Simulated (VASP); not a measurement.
# SiC3 (P-6m2) in VASP: further runs

SiC3 is run at these levels: PBE; tasks: single point, relaxation of cell and atoms.

All numbers are computed with VASP 6.6.1; they aren't measurements. Logs are shortened: lines on timing, memory, paths and dates and some standing lists are left out, and cuts for length are marked.

**1. The cell of the first run**

It takes space group P-6m2 (No. 187, hexagonal). The conventional cell has a = 2.696 Å, b = 2.696 Å, c = 8.520 Å, α = 90.00°, β = 90.00°, γ = 120.00°. Within 3.5 Å of Si (site symmetry -6m2) lie 6 C at 2.64 Å and 6 Si at 2.70 Å. C (site symmetry -6m2) has 12 C at 2.64 to 2.70 Å within 3.5 Å. Within 3.5 Å of C (site symmetry 3m) lie 3 Si at 2.64 Å and 9 C at 2.64 to 2.70 Å.

**2. Single point, PBE, collinear spin, ferromagnetic start**

Input file INCAR:

```
SYSTEM = SiC3
PREC = Accurate ; ENCUT = 520
EDIFF = 1E-7 ; ISMEAR = 0
SIGMA = 0.1 ; LREAL = .False.
LASPH = .True. ; NELM = 150
ALGO = Normal ; ISIF = 2
LWAVE = .False. ; LCHARG = .True.
ISPIN = 2 ; MAGMOM = 0 1 1 1
LORBIT = 11 ; GGA = PE
LELF = .True. ; LVHAR = .True.
NBANDS = 20
```

Input file KPOINTS:

```
Automatic mesh
0
Gamma
  6 6 2
  0 0 0
```

Input file POSCAR:

```
SiC3
1.0
    2.6962407100      0.0000000000      0.0000000000
   -1.3481203500      2.3350129500      0.0000000000
    0.0000000000      0.0000000000      8.5197689700
Si C
1 3
Direct
    0.3333333300      0.6666666700      0.0000000000
    0.3333333300      0.6666666700      0.5000000000
    0.6666666700      0.3333333300      0.2500000000
    0.6666666700      0.3333333300      0.7500000000
```

Potentials or basis: VASP PAW PBE potentials, release 64 (Si, C).

On the command line:

```sh
> cat potpaw_PBE.64/Si/POTCAR potpaw_PBE.64/C/POTCAR > POTCAR
> mpirun -np 1 vasp_std > vasp.out
```

OUTCAR:

```text
SYSTEM = SiC3
   PREC = Accurate
   ENCUT = 520
   EDIFF = 1E-7
   ISMEAR = 0
   LREAL = .False.
   LASPH = .True.
   NELM = 150
   ISIF = 2
   ISPIN = 2
   LORBIT = 11
   GGA = PE

 ion  position               nearest neighbor table
   1  0.333  0.667  0.000-
   2  0.333  0.667  0.500-
   3  0.667  0.333  0.250-
   4  0.667  0.333  0.750-

  LATTYP: Found a hexagonal cell.
 ALAT       =     2.6962407100
 C/A-ratio  =     3.1598695689

  Lattice vectors:

 A1 = (   2.6962407100,   0.0000000000,   0.0000000000)
 A2 = (  -1.3481203500,   2.3350129500,   0.0000000000)
 A3 = (   0.0000000000,   0.0000000000,   8.5197689700)

Analysis of symmetry for initial positions (statically):
=====================================================================
 Subroutine PRICEL returns:
 Original cell was already a primitive cell.

 Routine SETGRP: Setting up the symmetry group for a
 hexagonal supercell.

 Subroutine GETGRP returns: Found 12 space group operations
 (whereof 12 operations were pure point group operations)
 out of a pool of 24 trial point group operations.

The static configuration has the point symmetry D_3h.

Analysis of symmetry for dynamics (positions and initial velocities):
=====================================================================
 Subroutine PRICEL returns:
 Original cell was already a primitive cell.

 Routine SETGRP: Setting up the symmetry group for a
 hexagonal supercell.

 Subroutine GETGRP returns: Found 12 space group operations
 (whereof 12 operations were pure point group operations)
 out of a pool of 24 trial point group operations.

The dynamic configuration has the point symmetry D_3h.

Analysis of structural, dynamic, and magnetic symmetry:
=====================================================================
 Subroutine PRICEL returns:
 Original cell was already a primitive cell.

 Routine SETGRP: Setting up the symmetry group for a
 hexagonal supercell.

 Subroutine GETGRP returns: Found 12 space group operations
 (whereof 12 operations were pure point group operations)
 out of a pool of 24 trial point group operations.

The overall configuration has the point symmetry D_3h.

 Subroutine INISYM returns: Found 12 space group operations
 (whereof 12 operations are pure point group operations),
 and found     1 'primitive' translations

----------------------------------------------------------------------------------------

                                     Primitive cell

  volume of cell :      53.6384

  direct lattice vectors                    reciprocal lattice vectors
     2.696240710  0.000000000  0.000000000     0.370886767  0.214131574  0.000000000
    -1.348120350  2.335012950  0.000000000     0.000000000  0.428263149  0.000000000
     0.000000000  0.000000000  8.519768970     0.000000000  0.000000000  0.117374075

  length of vectors
     2.696240710  2.696240708  8.519768970     0.428263149  0.428263149  0.117374075

  position of ions in fractional coordinates (direct lattice)
     0.333333330  0.666666670  0.000000000
     0.333333330  0.666666670  0.500000000
     0.666666670  0.333333330  0.250000000
     0.666666670  0.333333330  0.750000000

  ion indices of the primitive-cell ions
   primitive index   ion index
                 1           1
                 2           2
                 3           3
                 4           4

----------------------------------------------------------------------------------------

 KPOINTS: Automatic mesh

Automatic generation of k-mesh.
 Grid dimensions read from file:
 generate k-points for:    6    6    2

 Generating k-lattice:

  Cartesian coordinates                     Fractional coordinates (reciprocal lattice)
     0.061814461  0.035688596  0.000000000     0.166666667  0.000000000  0.000000000
     0.000000000  0.071377192  0.000000000     0.000000000  0.166666667  0.000000000
     0.000000000  0.000000000  0.058687037     0.000000000  0.000000000  0.500000000

  Length of vectors
     0.071377192  0.071377192  0.058687037

  Shift w.r.t. Gamma in fractional coordinates (k-lattice)
     0.000000000  0.000000000  0.000000000

 Subroutine IBZKPT returns following result:
 ===========================================

 Found     14 irreducible k-points:

 Following reciprocal coordinates:
            Coordinates               Weight
  0.000000  0.000000  0.000000      1.000000
  0.166667  0.000000  0.000000      6.000000
  0.333333  0.000000  0.000000      6.000000
  0.500000  0.000000  0.000000      3.000000
  0.166667  0.166667  0.000000      6.000000
  0.333333  0.166667  0.000000     12.000000
  0.333333  0.333333  0.000000      2.000000
  0.000000  0.000000  0.500000      1.000000
  0.166667  0.000000  0.500000      6.000000
  0.333333  0.000000  0.500000      6.000000
  0.500000  0.000000  0.500000      3.000000
  0.166667  0.166667  0.500000      6.000000
  0.333333  0.166667  0.500000     12.000000
  0.333333  0.333333  0.500000      2.000000
   k-points           NKPTS =     14   k-points in BZ     NKDIM =     14   number of bands    NBANDS=     20
   number of dos      NEDOS =    301   number of ions     NIONS =      4
   total plane-waves  NPLWV =  25600
   dimension x,y,z NGX =    20 NGY =   20 NGZ =   64
   dimension x,y,z NGXF=    40 NGYF=   40 NGZF=  128
   ions per type =               1   3
   NGX,Y,Z   is equivalent  to a cutoff of  12.33, 12.33, 12.49 a.u.
   NGXF,Y,Z  is equivalent  to a cutoff of  24.66, 24.66, 24.98 a.u.
 SYSTEM =  SiC3
   PREC   = accura    normal or accurate (medium, high low for compatibility)
   ISTART =      0    job   : 0-new  1-cont  2-samecut
   ICHARG =      2    charge: 1-file 2-atom 10-const
   ISPIN  =      2    spin polarized calculation?
   LNONCOLLINEAR =      F non collinear calculations
   LSORBIT =      F    spin-orbit coupling
   LASPH  =      T    aspherical Exc in radial PAW
   ENCUT  =  520.0 eV  38.22 Ry    6.18 a.u.   5.01  5.01 15.84*2*pi/ulx,y,z
   NELM   =    150;   NELMIN=  2; NELMDL= -5     # of ELM steps
   EDIFF  = 0.1E-06   stopping-criterion for ELM
   LREAL  =      F    real-space projection
   EDIFFG = 0.1E-05   stopping-criterion for IOM
   NSW    =      0    number of steps for IOM
   IBRION =     -1    ionic relax: 0-MD 1-quasi-New 2-CG
   NFREE  =      0    steps in history (QN), initial steepest desc. (CG)
   ISIF   =      2    stress and relaxation
   ISYM   =      2    0-nonsym 1-usesym 2-fastsym
   POTIM  = 0.5000    time-step for ionic-motion
   TEBEG  =    0.0;   TEEND  =   0.0 temperature during run
   PSTRESS=    0.0 pullay stress
   NELECT =      16.0000    total number of electrons
   NUPDOWN=      -1.0000    fix difference up-down
   EMIN   =  10.00;   EMAX   =-10.00  energy-range for DOS
   EFERMI =   0.00;   METHOD = LEGACY
   ISMEAR =     0;   SIGMA  =   0.10  broadening in eV -4-tet -1-fermi 0-gaus
   EFERMI_NEDOS =   21; number of points for ismear=-14 and -15
   IALGO  =     38    algorithm
   IMIX   =      4    mixing-type and parameters
     AMIX     =   0.40;   BMIX     =  1.00
     AMIX_MAG =   1.60;   BMIX_MAG =  1.00
  volume/ion in A,a.u.               =      13.41        90.49
  Fermi-wavevector in a.u.,A,eV,Ry     =   1.093846  2.067069 16.279362  1.196499
  Thomas-Fermi vector in A             =   2.230139
   LORBIT       =     11    0 simple, 1 ext, 2 COOP (PROOUT), +10 PAW based schemes
   GGA     = PE    functional components
   LHFCALC =     F    Hartree Fock is set to
   AEXX    =    0.0000 exact exchange contribution
   IVDW    =     0    specifies the selected vdW correction
   LEPSILON=     F    determine dielectric tensor
   LRPA    =     F    only Hartree local field effects (RPA)
 spin polarized calculation
 Gauss-broadening in eV      SIGMA  =   0.10
  energy-cutoff  :      520.00
  volume of cell :       53.64
 maximum number of plane-waves:      1464
 NGX is ok and might be reduce to    20
   NGX =  9   NGY =  9   NGZ = 31

 number of electron      16.0000000 magnetization       0.0006900

 Free energy of the ion-electron system (eV)
  ---------------------------------------------------
  ext. energy  EPLUGINS =         0.00000000
  ---------------------------------------------------
  free energy    TOTEN  =       -16.92086344 eV

  energy without entropy =      -16.90597334  energy(sigma->0) =      -16.91341839

 E-fermi :   3.7727     XC(G=0): -10.3459

 val. band max:        3.7597571540   @ k =   0.3333   0.3333   0.5000
 cond. band min:       3.8760096377   @ k =   0.1667   0.1667   0.5000
 fundamental gap:      0.1162524837
 Fermi energy:         3.7727059681

 spin component 1

 k-point     1 :       0.0000    0.0000    0.0000
  band No.  band energies     occupation
      1      -9.5800      1.00000
      2      -7.8209      1.00000
      3      -7.5024      1.00000
      4      -3.9027      1.00000
      5      -0.8537      1.00000
      6       4.6868      0.00000
[... 12 lines left out ...]
     19      16.9518      0.00000
[... 282 lines left out ...]
      3      -3.3570      1.00000
      4      -0.4959      1.00000
      5       0.2232      1.00000
      6       1.0661      1.00000
[... 12 lines left out ...]
     19      17.4971      0.00000
     20      19.4476      0.00000
 Fermi energy:         3.7727059681

 spin component 2

 k-point     1 :       0.0000    0.0000    0.0000
  band No.  band energies     occupation
      1      -9.5798      1.00000
      2      -7.8206      1.00000
      3      -7.5023      1.00000
      4      -3.9025      1.00000
      5      -0.8535      1.00000
      6       4.6871      0.00000
[... 12 lines left out ...]
     19      16.9520      0.00000
[... 283 lines left out ...]
      4      -0.4957      1.00000
      5       0.2234      1.00000
      6       1.0663      1.00000
[... 12 lines left out ...]
     19      17.4973      0.00000
     20      19.4478      0.00000

------------------------ aborting loop because EDIFF is reached ----------------------------------------

  FORCE on cell =-STRESS in cart. coord.  units (eV):
  Direction    XX          YY          ZZ          XY          YZ          ZX
  --------------------------------------------------------------------------------------
  -------------------------------------------------------------------------------------
  Total       -6.2924562     -6.2924562    -11.5346260     -0.0000000      0.0000000      0.0000000
  in kB     -187.9554877   -187.9554878   -344.5389497     -0.0000004      0.0000000      0.0000000
  external PRESSURE =    -240.1499751 kB  Pullay stress =       0.0000000 kB

 VOLUME and BASIS-vectors are now :
 -----------------------------------------------------------------------------
  energy-cutoff  :      520.00
  volume of cell :       53.64
      direct lattice vectors                 reciprocal lattice vectors
     2.696240710  0.000000000  0.000000000     0.370886767  0.214131574  0.000000000
    -1.348120350  2.335012950  0.000000000     0.000000000  0.428263149  0.000000000
     0.000000000  0.000000000  8.519768970     0.000000000  0.000000000  0.117374075

 POSITION                                       TOTAL-FORCE (eV/Angst)
 -----------------------------------------------------------------------------------
     -0.00000      1.55668      0.00000         0.000000      0.000000      0.000000
     -0.00000      1.55668      4.25988         0.000000      0.000000      0.000000
      1.34812      0.77834      2.12994        -0.000000      0.000000      0.113352
      1.34812      0.77834      6.38983        -0.000000      0.000000     -0.113352
 -----------------------------------------------------------------------------------
    total drift:                               -0.000003      0.000002      0.000000

  FREE ENERGIE OF THE ION-ELECTRON SYSTEM (eV)
  ---------------------------------------------------
  free  energy   TOTEN  =       -16.9208634405 eV

  energy  without entropy=      -16.9059733448  energy(sigma->0) =      -16.91341839

 total charge

# of ion       s       p       d       tot
------------------------------------------
    1        0.845   0.621   0.000   1.467
    2        1.084   0.841   0.000   1.925
    3        1.052   0.927   0.000   1.979
    4        1.052   0.927   0.000   1.979
--------------------------------------------------
tot          4.033   3.316   0.000   7.350

 magnetization (x)

# of ion       s       p       d       tot
------------------------------------------
    1        0.000   0.000   0.000   0.000
    2        0.000  -0.000   0.000  -0.000
    3        0.000   0.000   0.000   0.000
    4        0.000   0.000   0.000   0.000
--------------------------------------------------
tot          0.000   0.000   0.000   0.000
```

Run time: 79 s. Hardware: 1 thread of Intel Xeon 8259CL, shared host; peak memory 0.18 GiB.

Results:

```
Free energy                                           : -16.9209 eV
Pressure                                              : -24.0 GPa
Largest force                                         : 0.113 eV/Å
Band gap on the k mesh                                : zero (filled and empty bands overlap)
Net moment                                            : 0.00 μB per cell
Valence electrons inside the program's atomic spheres : Si 1.47; C 1.93, 1.98
```

Forces in eV/Å, atoms in the order of the input:
```
Si   0.000  0.000  0.000
C    0.000  0.000  0.000
C    0.000  0.000  0.113
C    0.000  0.000 -0.113
```

Caveat: the k points lie up to 0.45 Å⁻¹ apart.

**3. Single point, PBE**

This run uses another cell than the first one, of 7.59 Å³/atom, 0.566 times its volume.

Input file INCAR:

```
SYSTEM = SiC3
PREC = Accurate ; ENCUT = 520
EDIFF = 1E-7 ; ISMEAR = 0
SIGMA = 0.1 ; LREAL = .False.
LASPH = .True. ; NELM = 100
ALGO = Normal ; ISIF = 2
LWAVE = .False. ; LCHARG = .False.
GGA = PE ; NBANDS = 16
```

Input file KPOINTS:

```
regular mesh
0
Gamma
  18 18 10
  0 0 0
```

Input file POSCAR:

```
SiC3
1.0
    2.6843366503      0.0000000000      0.0000000000
   -1.3421683252      2.3247037315      0.0000000000
    0.0000000000      0.0000000000      4.8661952801
Si C
1 3
Direct
    0.3333333333      0.6666666667      0.0000000000
    0.3333333333      0.6666666667      0.5000000000
    0.6666666667      0.3333333333      0.2841293924
    0.6666666667      0.3333333333      0.7158706076
```

Potentials or basis: VASP PAW PBE potentials, release 64 (Si, C).

On the command line:

```sh
> cat potpaw_PBE.64/Si/POTCAR potpaw_PBE.64/C/POTCAR > POTCAR
> mpirun -np 1 vasp_std > vasp.out
```

Run time: 2.7 min. Hardware: 1 thread of Intel Xeon 8259CL, shared host; peak memory 0.2 GiB.

Results (log left out):

* Free energy: -23.7795 eV
* Pressure: 0.1 GPa
* Band gap on the k mesh: zero (band 8 reaches 12.76 eV, above the bottom of band 9 at 7.99 eV)

Stress tensor (GPa, compression positive):
```
0.09 0.00 0.00
0.00 0.09 0.00
0.00 0.00 0.21
```

Levels at points of the mesh, in eV from the Fermi level:
| k point | band 6 | band 7 | band 8 | band 9 | band 10 | band 11 |
| --- | --- | --- | --- | --- | --- | --- |
| (0.00, 0.00, 0.00) | -1.62 | 1.91 | 1.91 | 2.83 | 3.41 | 3.41 |
| (0.50, 0.00, 0.00) | -5.65 | -4.86 | -0.07 | 1.86 | 2.35 | 3.27 |
| (0.00, 0.00, 0.50) | -1.75 | 1.00 | 1.00 | 3.59 | 4.04 | 4.04 |
| (0.50, 0.00, 0.50) | -4.54 | -2.45 | -1.45 | -0.58 | -0.35 | 3.40 |

(Part 1 of 2 ends here.)
